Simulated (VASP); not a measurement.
The system is C.

```
C
1.0
     2.12732   -1.22828    0.00000
     2.12732    1.22828    0.00000
    -1.37907    0.00000    3.50283
C
2
Direct
  0.83336 0.83336 0.00009
  0.16664 0.16664 0.99991
```

| Property | Result |
| --- | --- |
| Program | VASP 6.6.1 |
| Task | relaxation of cell and atoms |
| Functional | LDA |
| Potentials or basis | VASP PAW LDA potentials, release 64 (C_h) |
| Cutoff | 910 eV |
| k mesh | 8 × 8 × 5, shifted |
| Occupations | fermi-dirac, width 0.1 eV |
| Spin | no spin polarisation |

At the start: pressure -3.8 GPa; volume 9.15 Å³/atom.

Question: Where does the relaxation end?

Answer: Over 14 steps the energy falls by 3.1 meV/atom and the volume is 8.54 Å³/atom (-6.6 %); space group C2/m (No. 12, to 0.05 Å).

The path:
```csv
step,energy change (eV),largest force (eV/Å),pressure (GPa),volume (Å³)
1,0.0000,0.1462,-3.84,18.31
2,0.0176,0.8555,8.56,17.73
3,-0.0028,0.0910,-0.65,18.15
4,-0.0028,0.0963,-0.58,18.14
5,-0.0022,0.3117,0.71,18.03
6,-0.0030,0.0402,-0.16,18.11
7,-0.0035,0.0390,-0.19,18.04
8,-0.0046,0.0360,-0.26,17.84
9,-0.0046,0.0349,-0.37,17.45
10,-0.0050,0.0344,-0.32,17.64
11,-0.0051,0.0350,-0.31,17.62
12,-0.0056,0.0360,-0.27,17.54
13,-0.0063,0.0374,-0.20,17.39
14,-0.0063,0.0371,-0.01,17.09
```

Final structure:
```yaml
crystal:
  lattice:
    - [2.11810, -1.22354, -0.00008]
    - [2.11810, 1.22354, -0.00008]
    - [-1.37323, 0.00000, 3.29723]
  atoms:
    - { symbol: C, position: [0.83353, 0.83353, 0.00009] }
    - { symbol: C, position: [0.16647, 0.16647, 0.99991] }
```

Caveat: the cutoff is under 1.25 times the usual one of these potentials, so pressure, stress and relaxed cells hold a basis-set (Pulay) error; the relaxation stopped at a loose force limit of 0.05 eV/Å, so its end isn't a converged minimum.
